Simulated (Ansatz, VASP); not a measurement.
**Y3Ge: VASP beside Ansatz**

File INCAR:

```
SYSTEM = Y3Ge
PREC = Accurate ; ENCUT = 520
EDIFF = 1E-7 ; ISMEAR = 0
SIGMA = 0.1 ; LREAL = .False.
LASPH = .True. ; NELM = 100
ALGO = Normal ; ISIF = 2
LWAVE = .False. ; LCHARG = .True.
GGA = PE ; LELF = .True.
LVHAR = .True. ; NBANDS = 32
```

Contents of KPOINTS:

```
Automatic mesh
0
Gamma
  4 4 4
  0 0 0
```

POSCAR

```
Y3Ge
1.0
    4.5735495076      0.0000000000      0.0000000000
    0.0000000000      4.5735495076      0.0000000000
    0.0000000000      0.0000000000      4.5735495076
Y Ge
3 1
Direct
    0.0000000000      0.5000000000      0.5000000000
    0.5000000000      0.0000000000      0.5000000000
    0.5000000000      0.5000000000      0.0000000000
    0.0000000000      0.0000000000      0.0000000000
```

Input for Ansatz:

```yaml
crystal:
  lattice:
    - [4.5735495076, 0.0, 0.0]
    - [0.0, 4.5735495076, 0.0]
    - [0.0, 0.0, 4.5735495076]
  atoms:
    - { symbol: "Y", position: [0.0, 0.5, 0.5] }
    - { symbol: "Y", position: [0.5, 0.0, 0.5] }
    - { symbol: "Y", position: [0.5, 0.5, 0.0] }
    - { symbol: Ge, position: [0.0, 0.0, 0.0] }
basis:
  ecutwfc: 420
kpoints:
  mp_grid: { grid: [4, 4, 4] }
hamiltonian:
  xc: pbe
scf:
  occupations: { method: gaussian, width: 0.1 }
  lower_state_search: "off"
output:
  forces: true
  stress: true
  eigenvalues: true
```

Alike in both runs: task single point; functional PBE; k mesh 4 × 4 × 4; occupations gaussian, width 0.1 eV; no spin polarisation.

|  | VASP | Ansatz |
| --- | --- | --- |
| version | VASP 6.6.1 | Ansatz 0.2.0 |
| potentials or method | VASP PAW PBE potentials, release 64 (Y_sv, Ge_d), cutoff 520 eV | scalar-relativistic, plane waves, PAW |
| valence electrons in the cell | 47 | 47 |

|  | VASP | Ansatz | Ansatz less VASP |
| --- | --- | --- | --- |
| gap on the k mesh at the Fermi level (eV) | none | none | - |
| pressure (GPa) | 5.1 | 5.3 | +0.12 |

A gap of «none» marks a metal or a gap that the smearing closes.
